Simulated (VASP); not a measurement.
# CsMgBiO3 (R3m) in VASP: notebook, part 3 of 3

VASP 6.6.1. The steps go on from the part before.

### Step 4. Single point, PBE

This run uses another cell than the first one, of 24.75 Å³/atom.

Input file INCAR:

```
SYSTEM = CsMgBiO3
ALGO     = Normal         ! electronic algorithm
EDIFF    = 1E-6           ! SCF threshold, eV
ENCUT    = 520            ! plane-wave cutoff, eV
GGA      = PE             ! functional
ISIF     = 2              ! what is computed and relaxed
ISMEAR   = -1             ! smearing method
LASPH    = .TRUE.         ! aspherical terms in the spheres
LCHARG   = .FALSE.        ! write CHGCAR
LREAL    = .FALSE.        ! projectors in reciprocal space
LWAVE    = .FALSE.        ! write WAVECAR
NBANDS   = 31             ! bands
NELM     = 100            ! most SCF steps
PREC     = Accurate       ! precision mode
SIGMA    = 0.05           ! smearing width, eV
```

Input file KPOINTS:

```
k-points
0
G
  5 5 5
  0 0 0
```

Input file POSCAR:

```
CsMgBiO3
1.0
    3.3597375622      1.9397453859      3.7970092083
   -3.3597375622      1.9397453859      3.7970092083
    0.0000000000     -3.8794907718      3.7970092083
Bi Cs Mg O
1 1 1 3
Direct
    0.5718779281      0.5718779281      0.5718779281
    0.9203646515      0.9203646515      0.9203646515
    0.3061773776      0.3061773776      0.3061773776
    0.9805253168      0.4854246030      0.4854246030
    0.4854246030      0.4854246030      0.9805253168
    0.4854246030      0.9805253168      0.4854246030
```

Potentials or basis: VASP PAW PBE potentials, release 64 (Bi_d, Cs_sv, Mg, O).

Launch:

```
$ cat potpaw_PBE.64/Bi_d/POTCAR potpaw_PBE.64/Cs_sv/POTCAR potpaw_PBE.64/Mg/POTCAR potpaw_PBE.64/O/POTCAR > POTCAR
$ mpirun -np 1 vasp_std > vasp.out
```

OUTCAR:

```text
SYSTEM = CsMgBiO3
   EDIFF = 1E-6
   ENCUT = 520
   GGA = PE
   ISIF = 2
   ISMEAR = -1
   LASPH = .TRUE.
   LREAL = .FALSE.
   NELM = 100
   PREC = Accurate

 ion  position               nearest neighbor table
   1  0.572  0.572  0.572-   5 2.12   4 2.12   6 2.12   3 3.03
   2  0.920  0.920  0.920-
   3  0.306  0.306  0.306-   5 1.96   4 1.96   6 1.96   1 3.03
   4  0.981  0.485  0.485-   3 1.96   1 2.12
   5  0.485  0.485  0.981-   3 1.96   1 2.12
   6  0.485  0.981  0.485-   3 1.96   1 2.12

  LATTYP: Found a trigonal (rhomboedric) cell.
 ALAT       =     5.4284185153
 COS(alpha) =     0.2338848350

  Lattice vectors:

 A1 = (   3.3597375622,   1.9397453859,   3.7970092083)
 A2 = (  -3.3597375622,   1.9397453859,   3.7970092083)
 A3 = (   0.0000000000,  -3.8794907718,   3.7970092083)

Analysis of symmetry for initial positions (statically):
=====================================================================
 Subroutine PRICEL returns:
 Original cell was already a primitive cell.

 Routine SETGRP: Setting up the symmetry group for a
 trigonal (rhombohedral) supercell.

 Subroutine GETGRP returns: Found  6 space group operations
 (whereof  6 operations were pure point group operations)
 out of a pool of 12 trial point group operations.

The static configuration has the point symmetry C_3v.

Analysis of symmetry for dynamics (positions and initial velocities):
=====================================================================
 Subroutine PRICEL returns:
 Original cell was already a primitive cell.

 Routine SETGRP: Setting up the symmetry group for a
 trigonal (rhombohedral) supercell.

 Subroutine GETGRP returns: Found  6 space group operations
 (whereof  6 operations were pure point group operations)
 out of a pool of 12 trial point group operations.

The dynamic configuration has the point symmetry C_3v.

 Subroutine INISYM returns: Found  6 space group operations
 (whereof  6 operations are pure point group operations),
 and found     1 'primitive' translations

[... 117 lines left out ...]
  volume/ion in A,a.u.               =      24.75       166.99
  Fermi-wavevector in a.u.,A,eV,Ry     =   1.091469  2.062577 16.208682  1.191305
  Thomas-Fermi vector in A             =   2.227715
   LORBIT       =      0    0 simple, 1 ext, 2 COOP (PROOUT), +10 PAW based schemes
   GGA     = PE    functional components
   LHFCALC =     F    Hartree Fock is set to
   AEXX    =    0.0000 exact exchange contribution
   IVDW    =     0    specifies the selected vdW correction
   LEPSILON=     F    determine dielectric tensor
   LRPA    =     F    only Hartree local field effects (RPA)
 non-spin polarized calculation
  energy-cutoff  :      520.00
  volume of cell :      148.47
 maximum number of plane-waves:      4019
   NGX = 21   NGY = 21   NGZ = 21

 number of electron      43.9999998 magnetization

 Free energy of the ion-electron system (eV)
  ---------------------------------------------------
  ext. energy  EPLUGINS =         0.00000000
  ---------------------------------------------------
  free energy    TOTEN  =       -30.39413119 eV

  energy without entropy =      -30.39413119  energy(sigma->0) =      -30.39413119

 E-fermi :   2.2660     XC(G=0):  -8.0788

 val. band max:        1.1205885723   @ k =  -0.4000   0.4000   0.4000
 cond. band min:       3.4305933649   @ k =  -0.4000   0.4000   0.4000
 fundamental gap:      2.3100047926
 Fermi energy:         2.2660045145

 k-point     1 :       0.0000    0.0000    0.0000
  band No.  band energies     occupation
      1     -21.0017      2.00000
      2     -21.0017      2.00000
      3     -20.8960      2.00000
      4     -20.7851      2.00000
      5     -20.7851      2.00000
      6     -19.4922      2.00000
[... 635 lines left out ...]
     30       8.7762      0.00000
     31       8.9456      0.00000

------------------------ aborting loop because EDIFF is reached ----------------------------------------

  FORCE on cell =-STRESS in cart. coord.  units (eV):
  Direction    XX          YY          ZZ          XY          YZ          ZX
  --------------------------------------------------------------------------------------
  -------------------------------------------------------------------------------------
  Total       -4.4324971     -4.4324971      1.1326557      0.0000000      0.0000000      0.0000000
  in kB      -47.8317272    -47.8317272     12.2226539      0.0000000      0.0000000      0.0000000
  external PRESSURE =     -27.8136001 kB  Pullay stress =       0.0000000 kB

 VOLUME and BASIS-vectors are now :
 -----------------------------------------------------------------------------
  energy-cutoff  :      520.00
  volume of cell :      148.47
      direct lattice vectors                 reciprocal lattice vectors
     3.359737562  1.939745386  3.797009208     0.148821148  0.085921930  0.087788392
    -3.359737562  1.939745386  3.797009208    -0.148821148  0.085921930  0.087788392
     0.000000000 -3.879490772  3.797009208     0.000000000 -0.171843859  0.087788392

 POSITION                                       TOTAL-FORCE (eV/Angst)
 -----------------------------------------------------------------------------------
      0.00000      0.00000      6.51428         0.000000     -0.000000     -0.082861
      0.00000      0.00000     10.48390         0.000000     -0.000000      0.000915
      0.00000      0.00000      3.48767         0.000000     -0.000000      0.018236
      1.66341      0.96037      7.40939         0.049076      0.028334      0.021237
      0.00000     -1.92074      7.40939         0.000000     -0.056668      0.021237
     -1.66341      0.96037      7.40939        -0.049076      0.028334      0.021237
 -----------------------------------------------------------------------------------
    total drift:                                0.000000      0.000000     -0.000487

  FREE ENERGIE OF THE ION-ELECTRON SYSTEM (eV)
  ---------------------------------------------------
  free  energy   TOTEN  =       -30.3941311863 eV

  energy  without entropy=      -30.3941311863  energy(sigma->0) =      -30.39413119
```

OSZICAR:

```text
N       E                     dE             d eps       ncg     rms          rms(c)
DAV:   1     0.408629998137E+03    0.40863E+03   -0.20717E+04  1178   0.135E+03
DAV:   2     0.945810593208E+01   -0.39917E+03   -0.37792E+03  1377   0.347E+02
DAV:   3    -0.369531790540E+02   -0.46411E+02   -0.45821E+02  1396   0.131E+02
DAV:   4    -0.384685144227E+02   -0.15153E+01   -0.15106E+01  1434   0.287E+01
DAV:   5    -0.385183473253E+02   -0.49833E-01   -0.49829E-01  1562   0.463E+00    0.157E+01
DAV:   6    -0.305479363767E+02    0.79704E+01   -0.38918E+01  1790   0.644E+01    0.651E+00
DAV:   7    -0.304841308962E+02    0.63805E-01   -0.46391E+00  1346   0.117E+01    0.336E+00
DAV:   8    -0.304516290869E+02    0.32502E-01   -0.11409E+00  1404   0.669E+00    0.196E+00
DAV:   9    -0.303880188199E+02    0.63610E-01   -0.27678E-01  1676   0.316E+00    0.280E-01
DAV:  10    -0.303934275176E+02   -0.54087E-02   -0.15580E-02  1318   0.776E-01    0.110E-01
DAV:  11    -0.303939886661E+02   -0.56115E-03   -0.30992E-03  1636   0.293E-01    0.421E-02
DAV:  12    -0.303941276906E+02   -0.13902E-03   -0.46370E-04  1428   0.167E-01    0.213E-02
DAV:  13    -0.303941273851E+02    0.30552E-06   -0.57032E-05  1702   0.478E-02    0.612E-03
DAV:  14    -0.303941314056E+02   -0.40205E-05   -0.12882E-05  1287   0.184E-02    0.428E-03
DAV:  15    -0.303941311863E+02    0.21936E-06   -0.12328E-06  1238   0.727E-03
   1 F= -.30394131E+02 E0= -.30394131E+02  d E =-.235002E-10
```

It took 57 s on 1 thread of Intel Xeon Platinum 8488C (Sapphire Rapids), shared host; peak memory 0.3 GiB.

What came out:

```yaml
Free_energy: -30.3941 eV
Pressure: -2.8 GPa
Largest_force: 0.083 eV/Å
Band_gap_on_the_k_mesh: 2.31 eV
```

Forces on the atoms (eV/Å):
```
Bi   0.000  0.000 -0.083
Cs   0.000  0.000  0.001
Mg   0.000  0.000  0.018
O    0.049  0.028  0.021
O    0.000 -0.057  0.021
O   -0.049  0.028  0.021
```

Levels at points of the mesh, in eV from the valence-band top:
| k point | band 18 | band 19 | band 20 | band 21 | band 22 | band 23 | band 24 | band 25 | band 26 | band 27 |
| --- | --- | --- | --- | --- | --- | --- | --- | --- | --- | --- |
| (0.00, 0.00, 0.00) | -1.35 | -1.24 | -1.09 | -1.09 | -0.72 | 2.95 | 4.60 | 4.87 | 4.87 | 5.53 |

Caveat: the stress differs along the axes, from -5 to 1 GPa; spin-orbit coupling is left out, which moves the levels of the heavy elements.

### Step 5. Overview

```csv
cell,gap on the mesh (eV),pressure (GPa),largest force (eV/Å)
"a = 5.349 Å, angles 75.2°, 6 atoms, atomic positions A",2.66,-0.3,0.09
"a = 5.375 Å, angles 75.6°, 6 atoms, atomic positions B",2.55,-1.2,0.09
"a = 5.428 Å, angles 76.5°, 6 atoms, atomic positions C",2.31,-2.8,0.08
```

Alike in all rows: task single point; level PBE; potentials or basis VASP PAW PBE potentials, release 64 (Bi_d, Cs_sv, Mg, O); no spin polarisation; k mesh 5 × 5 × 5; cutoff (eV) 520; smearing fermi-dirac 0.05 eV.

Caveats: spin-orbit coupling is left out, which moves the levels of the heavy elements; the stress differs along the axes, from -5 to 1 GPa (at least some runs).

Total energies depend on the potentials used, so only differences within one code and one set of settings carry meaning.
